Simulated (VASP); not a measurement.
Input of a VASP 6.6.1 run:

INCAR

```
SYSTEM = GaN
ALGO = Normal ; EDIFF = 1E-6
ENCUT = 520 ; ISIF = 2
ISMEAR = 0 ; LASPH = .TRUE.
LCHARG = .FALSE. ; LREAL = .FALSE.
LWAVE = .FALSE. ; NBANDS = 46
NELM = 60 ; PREC = Accurate
SIGMA = 0.05
```

The input KPOINTS:

```
k-points
0
G
  8 6 6
  0 0 0
```

File POSCAR:

```
GaN
1.0
   -3.1515767111      0.0000000000      0.0000000000
    0.0000000000      0.0000000000     -5.1382481593
    0.0000000000     -5.4586909876      0.0000000000
Ga N
4 4
Direct
    0.5000000000      0.0015887758      0.1666658947
    0.0000000000      0.0015887758      0.6666658947
    0.0000000000      0.5015887758      0.3333341053
    0.5000000000      0.5015887758      0.8333341053
    0.5000000000      0.6198809019      0.1666619190
    0.0000000000      0.6198809019      0.6666619190
    0.0000000000      0.1198809019      0.3333380810
    0.5000000000      0.1198809019      0.8333380810
```

Potentials or basis: VASP PAW LDA potentials, release 64 (Ga_d, N).

The run is started by

```bash
$ cat potpaw_LDA.64/Ga_d/POTCAR potpaw_LDA.64/N/POTCAR > POTCAR
$ mpirun -np 1 vasp_std > vasp.out
```

(1) Estimate the largest force.

(2) Predict the pressure.

(3) Estimate the band gap on the k mesh.

Answers

(1) 0.322 eV/Å.

(2) 1.3 GPa.

(3) 2.15 eV.

Caveat: the cell differs from its parent crystal (atoms displaced along a vibrational mode).
